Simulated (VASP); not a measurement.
# Mg (P6_3/mmc) in VASP: notebook

The runs below take Mg through single point, relaxation of shape and atoms at fixed volume, with r2SCAN, PBE.

Program: VASP 6.6.1. These are calculated values, not measurements. Logs are shortened: lines on timing, memory, paths and dates and some standing lists are left out, and cuts for length are marked.

**1. The cell of the first run**

Symmetry: P6_3/mmc, No. 194, hexagonal system. Conventional cell: a = 3.208 Å, b = 3.208 Å, c = 5.144 Å, α = 90.00°, β = 90.00°, γ = 120.00°. Within 4.2 Å of Mg (site symmetry -6m2) lie 12 Mg at 3.17 to 3.21 Å.

**2. Single point, r2SCAN**

POSCAR

```
Mg
1.0
    3.2084666623      0.0000000000      0.0000000000
   -1.6042333311      2.7786136367      0.0000000000
    0.0000000000      0.0000000000      5.1442217542
Mg
2
Direct
    0.3333333333      0.6666666667      0.2500000000
    0.6666666667      0.3333333333      0.7500000000
```

INCAR.step1

```
ALGO     = Normal         # electronic algorithm
EDIFF    = 1E-4           # SCF threshold, eV
ENCUT    = 520            # plane-wave cutoff, eV
GGA      = PE             # functional
ISMEAR   = 0              # smearing method
LASPH    = True           # aspherical terms in the spheres
LCHARG   = False          # write CHGCAR
LREAL    = False          # projectors in reciprocal space
LWAVE    = True           # write WAVECAR
NBANDS   = 9              # bands
NELM     = 80             # most SCF steps
PREC     = Accurate       # precision mode
SIGMA    = 0.1            # smearing width, eV
```

INCAR.step2

```
ALGO     = Normal         # electronic algorithm
EDIFF    = 1E-7           # SCF threshold, eV
ENCUT    = 520            # plane-wave cutoff, eV
ISIF     = 2              # what is computed and relaxed
ISMEAR   = 0              # smearing method
ISTART   = 1            
LASPH    = True           # aspherical terms in the spheres
LCHARG   = False          # write CHGCAR
LMIXTAU  = True         
LREAL    = False          # projectors in reciprocal space
LWAVE    = False          # write WAVECAR
METAGGA  = R2SCAN         # meta-GGA
NBANDS   = 9              # bands
NELM     = 80             # most SCF steps
PREC     = Accurate       # precision mode
SIGMA    = 0.1            # smearing width, eV
```

KPOINTS

```
k-points
0
Gamma
  18 18 8
```

Potentials or basis: VASP PAW PBE potentials, release 64 (Mg).

Run with:

```console
$ cat potpaw_PBE.64/Mg/POTCAR > POTCAR
$ cp INCAR.step1 INCAR
$ mpirun -np 1 vasp_std > vasp.out
$ cp INCAR.step2 INCAR
$ mpirun -np 1 vasp_std > vasp.out
```

OUTCAR:

```text
EDIFF = 1E-7
   ENCUT = 520
   ISIF = 2
   ISMEAR = 0
   ISTART = 1
   LASPH = True
   LREAL = False
   METAGGA = R2SCAN
   NELM = 80
   PREC = Accurate

 ion  position               nearest neighbor table
   1  0.333  0.667  0.250-   2 3.17   2 3.17   2 3.17   2 3.17   2 3.17   2 3.17
   2  0.667  0.333  0.750-   1 3.17   1 3.17   1 3.17   1 3.17   1 3.17   1 3.17

  LATTYP: Found a hexagonal cell.
 ALAT       =     3.2084666623
 C/A-ratio  =     1.6033271639

  Lattice vectors:

 A1 = (   3.2084666623,   0.0000000000,   0.0000000000)
 A2 = (  -1.6042333311,   2.7786136367,   0.0000000000)
 A3 = (   0.0000000000,   0.0000000000,   5.1442217542)

Analysis of symmetry for initial positions (statically):
=====================================================================
 Subroutine PRICEL returns:
 Original cell was already a primitive cell.

 Routine SETGRP: Setting up the symmetry group for a
 hexagonal supercell.

 Subroutine GETGRP returns: Found 24 space group operations
 (whereof 12 operations were pure point group operations)
 out of a pool of 24 trial point group operations.

The static configuration has the point symmetry D_3d.
 The point group associated with its full space group is D_6h.

Analysis of symmetry for dynamics (positions and initial velocities):
=====================================================================
 Subroutine PRICEL returns:
 Original cell was already a primitive cell.

 Routine SETGRP: Setting up the symmetry group for a
 hexagonal supercell.

 Subroutine GETGRP returns: Found 24 space group operations
 (whereof 12 operations were pure point group operations)
 out of a pool of 24 trial point group operations.

The dynamic configuration has the point symmetry D_3d.
 The point group associated with its full space group is D_6h.

 Subroutine INISYM returns: Found 24 space group operations
 (whereof 12 operations are pure point group operations),
 and found     1 'primitive' translations

----------------------------------------------------------------------------------------

                                     Primitive cell

  volume of cell :      45.8612

  direct lattice vectors                    reciprocal lattice vectors
     3.208466662  0.000000000  0.000000000     0.311675359  0.179945853  0.000000000
    -1.604233331  2.778613637  0.000000000     0.000000000  0.359891705  0.000000000
     0.000000000  0.000000000  5.144221754     0.000000000  0.000000000  0.194392864

  length of vectors
     3.208466662  3.208466662  5.144221754     0.359891705  0.359891705  0.194392864

[... 87 lines left out ...]
   ISYM   =      2    0-nonsym 1-usesym 2-fastsym
   POTIM  = 0.5000    time-step for ionic-motion
   TEBEG  =    0.0;   TEEND  =   0.0 temperature during run
   PSTRESS=    0.0 pullay stress
   NELECT =       4.0000    total number of electrons
   NUPDOWN=      -1.0000    fix difference up-down
   EMIN   =  10.00;   EMAX   =-10.00  energy-range for DOS
   EFERMI =   0.00;   METHOD = LEGACY
   ISMEAR =     0;   SIGMA  =   0.10  broadening in eV -4-tet -1-fermi 0-gaus
   EFERMI_NEDOS =   21; number of points for ismear=-14 and -15
   IALGO  =     38    algorithm
   IMIX   =      4    mixing-type and parameters
     AMIX     =   0.40;   BMIX     =  1.00
     AMIX_MAG =   1.60;   BMIX_MAG =  1.00
  volume/ion in A,a.u.               =      22.93       154.74
  Fermi-wavevector in a.u.,A,eV,Ry     =   0.726016  1.371972  7.171626  0.527100
  Thomas-Fermi vector in A             =   1.816883
   LORBIT       =      0    0 simple, 1 ext, 2 COOP (PROOUT), +10 PAW based schemes
   METAGGA = R2SCAN    functional components
   LHFCALC =     F    Hartree Fock is set to
   AEXX    =    0.0000 exact exchange contribution
   IVDW    =     0    specifies the selected vdW correction
   LEPSILON=     F    determine dielectric tensor
   LRPA    =     F    only Hartree local field effects (RPA)
 non-spin polarized calculation
 Gauss-broadening in eV      SIGMA  =   0.10
  energy-cutoff  :      520.00
  volume of cell :       45.86
 maximum number of plane-waves:      1260
 NGX is ok and might be reduce to    24
   NGX = 11   NGY = 11   NGZ = 19

 number of electron       4.0000000 magnetization

 Free energy of the ion-electron system (eV)
  ---------------------------------------------------
  ext. energy  EPLUGINS =         0.00000000
  ---------------------------------------------------
  free energy    TOTEN  =        -8.29788277 eV

  energy without entropy =       -8.29459219  energy(sigma->0) =       -8.29623748

 E-fermi :   2.6622     XC(G=0):  -9.0423

 val. band max:        2.6581593497   @ k =   0.2778   0.0556   0.0000
 cond. band min:       2.6694817353   @ k =   0.5000  -0.0000   0.3750
 fundamental gap:      0.0113223856
 Fermi energy:         2.6621756384

 k-point     1 :       0.0000    0.0000    0.0000
  band No.  band energies     occupation
      1      -4.7411      2.00000
      2       0.8174      2.00000
      3       1.5778      2.00000
      4      14.2217      0.00000
      5      14.2217      0.00000
      6      14.3490      0.00000
      7      14.3490      0.00000
      8      15.3157      0.00000
      9      16.9854      0.00000
[... 265 lines left out ...]
 k-point    24 :       0.3889    0.1111    0.0000
  band No.  band energies     occupation
      1      -0.5301      2.00000
      2       1.6369      2.00000
      3       4.7961      0.00000
      4       5.5886      0.00000
      5       6.9000      0.00000
      6       6.9695      0.00000
      7       8.9374      0.00000
      8      12.3563      0.00000
      9      13.6006      0.00000

 [... further k-points ...]

------------------------ aborting loop because EDIFF is reached ----------------------------------------

  FORCE on cell =-STRESS in cart. coord.  units (eV):
  Direction    XX          YY          ZZ          XY          YZ          ZX
  --------------------------------------------------------------------------------------
  -------------------------------------------------------------------------------------
  Total       -0.2603207     -0.2603207     -0.2515111     -0.0000000     -0.0000000      0.0000000
  in kB       -9.0943979     -9.0943979     -8.7866298     -0.0000000     -0.0000000      0.0000000
  external PRESSURE =      -8.9918085 kB  Pullay stress =       0.0000000 kB

 VOLUME and BASIS-vectors are now :
 -----------------------------------------------------------------------------
  energy-cutoff  :      520.00
  volume of cell :       45.86
      direct lattice vectors                 reciprocal lattice vectors
     3.208466662  0.000000000  0.000000000     0.311675359  0.179945853  0.000000000
    -1.604233331  2.778613637  0.000000000     0.000000000  0.359891705  0.000000000
     0.000000000  0.000000000  5.144221754     0.000000000  0.000000000  0.194392864

 POSITION                                       TOTAL-FORCE (eV/Angst)
 -----------------------------------------------------------------------------------
     -0.00000      1.85241      1.28606        -0.000000      0.000000      0.000000
      1.60423      0.92620      3.85817         0.000000      0.000000      0.000000
 -----------------------------------------------------------------------------------
    total drift:                                0.000000     -0.000000      0.000000

  FREE ENERGIE OF THE ION-ELECTRON SYSTEM (eV)
  ---------------------------------------------------
  free  energy   TOTEN  =        -8.2978827714 eV

  energy  without entropy=       -8.2945921908  energy(sigma->0) =       -8.29623748
```

OSZICAR.step1:

```text
N       E                     dE             d eps       ncg     rms          rms(c)
DAV:   1    -0.340134876427E+00   -0.34013E+00   -0.13015E+03  3330   0.315E+02
DAV:   2    -0.298866534990E+01   -0.26485E+01   -0.25553E+01  4387   0.271E+01
DAV:   3    -0.302937920376E+01   -0.40714E-01   -0.40054E-01  4429   0.271E+00
DAV:   4    -0.302949059362E+01   -0.11139E-03   -0.11138E-03  4189   0.142E-01
DAV:   5    -0.302949112282E+01   -0.52920E-06   -0.52950E-06  4199   0.930E-03    0.963E-01
DAV:   6    -0.302339920537E+01    0.60919E-02   -0.60363E-04  3820   0.193E-01    0.617E-01
DAV:   7    -0.301590843623E+01    0.74908E-02   -0.23569E-03  3478   0.334E-01    0.342E-02
DAV:   8    -0.301592092360E+01   -0.12487E-04   -0.15532E-05  2752   0.242E-02
   1 F= -.30159209E+01 E0= -.30136229E+01  d E =-.459599E-02
```

Wall time 5.6 min (1 thread of Intel Xeon 8259CL, shared host); peak memory 0.19 GiB.

Results:

```yaml
Free_energy: -8.2979 eV
Pressure: -0.9 GPa
Band_gap_on_the_k_mesh: zero (band 2 reaches 3.67 eV, above the bottom of band 3 at 1.58 eV)
```

Caveat: the PAW data sets were made with another functional, which shifts forces and pressure a little.

[end of part 1 of 2]
